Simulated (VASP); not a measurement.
Write the native input for VASP 6.6.1 that does the following.

```yaml
Task: single point
Functional: PBE
Potentials_or_basis: VASP PAW PBE potentials, release 64 (Si, Ni, B)
Cutoff: 520 eV
k_mesh: 3 × 3 × 3
Occupations: methfessel-paxton, width 0.1 eV
Spin: no spin polarisation
Dipole_correction: no
Further_INCAR_settings: ALGO = Normal; EDIFF = 1e-06; NBANDS = 50
```

The structure of Si8Ni4B (a cell with a defect) lies in POSCAR:

```
Si8Ni4B
1.0
    5.4428764300      0.0000000000      0.0000000000
    0.0000000000      5.4428764300      0.0000000000
    0.0000000000      0.0000000000      5.4428764300
Si Ni B
8 4 1
Direct
    0.1988042562      0.2926042912      0.2929124004
    0.2531303104      0.7490010204      0.7494338798
    0.7418549827      0.2376866381      0.7498558993
    0.7421875275      0.7490827786      0.2384476327
    0.2454985001      0.2458451918      0.7384622913
    0.2453020966      0.7380478046      0.2464382606
    0.7532195619      0.2457794178      0.2461770017
    0.7237314774      0.7675770438      0.7679887746
    0.0147929135     -0.0024215137     -0.0019557673
   -0.0314495473      0.5220939767      0.5229922150
    0.4936718727     -0.0024431934      0.4770018268
    0.4936483557      0.4769129032     -0.0019559511
    0.4036475985      0.0879575361      0.0881614724
```

One way to write it, as run:

INCAR

```
SYSTEM = Si8Ni4B
  PREC = Accurate
  ENCUT = 520
  EDIFF = 1E-6
  ISMEAR = 1
  SIGMA = 0.1
  LREAL = .FALSE.
  LASPH = .TRUE.
  NELM = 120
  ALGO = Normal
  ISIF = 2
  LWAVE = .FALSE.
  LCHARG = .FALSE.
  GGA = PE
  NBANDS = 50
  GGA_COMPAT = .FALSE.
```

KPOINTS

```
regular mesh
0
G
  3 3 3
  0 0 0
```

Potentials or basis: VASP PAW PBE potentials, release 64 (Si, Ni, B).

Run with:

```sh
$ cat potpaw_PBE.64/Si/POTCAR potpaw_PBE.64/Ni/POTCAR potpaw_PBE.64/B/POTCAR > POTCAR
$ mpirun -np 1 vasp_std > vasp.out
```

Results of the run:

```yaml
Pressure: 7.6 GPa
Largest_force: 0.044 eV/Å
Band_gap_on_the_k_mesh: zero (an odd number of electrons rules out a gap without spin polarisation)
```

Caveat: the k points lie up to 0.38 Å⁻¹ apart, too coarse for converged energies and pressures of a metal.

It took 70 s on 1 thread of Intel(R) Xeon(R) 6975P-C (Granite Rapids), with other jobs on the host, peak memory 0.28 GiB.
